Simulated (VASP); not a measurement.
Runs of VASP 6.6.1 on Ga2O3. The structure is that of space group P-3m1 (No. 164), or close to it. The cells are those of the table. 

| cell | gap on the mesh (eV) | pressure (GPa) | largest force (eV/Å) |
| --- | --- | --- | --- |
| a = 3.099, b = 3.099, c = 7.688 Å, angles 90.1, 90.1, 60.0°, 5 atoms | 1.44 | (b) | 3.45 |
| a = 3.119, b = 3.119, c = 7.739 Å, angles 90.1, 90.1, 60.0°, 5 atoms | 1.38 | -19.7 | 3.52 |
| a = 3.139, b = 3.139, c = 7.789 Å, angles 90.1, 90.1, 60.0°, 5 atoms | (c) | -20.9 | 3.58 |
| a = 3.159, b = 3.159, c = 7.839 Å, angles 90.1, 90.1, 60.0°, 5 atoms | (a) | -22.0 | 3.62 |

Alike in all rows: task single point; level PBE; potentials or basis VASP PAW PBE potentials, release 64 (Ga_d, O); no spin polarisation; k mesh 10 × 10 × 4; cutoff (eV) 520; smearing fermi-dirac 0.05 eV.

Problem. Fill in the values left out.

Solution. (a) 1.28; (b) -18.3; (c) 1.33.

Caveats: forces of over 1 eV/Å act on the atoms, so gaps and moduli don't describe the material at rest; the cell stands under tension (at least some runs); the stress differs along the axes, from -22 to -16 GPa (at least some runs); the stress differs along the axes, from -23 to -18 GPa (at least some runs).

A k mesh can miss the band edges, and the runs leave out spin-orbit coupling on Ga.
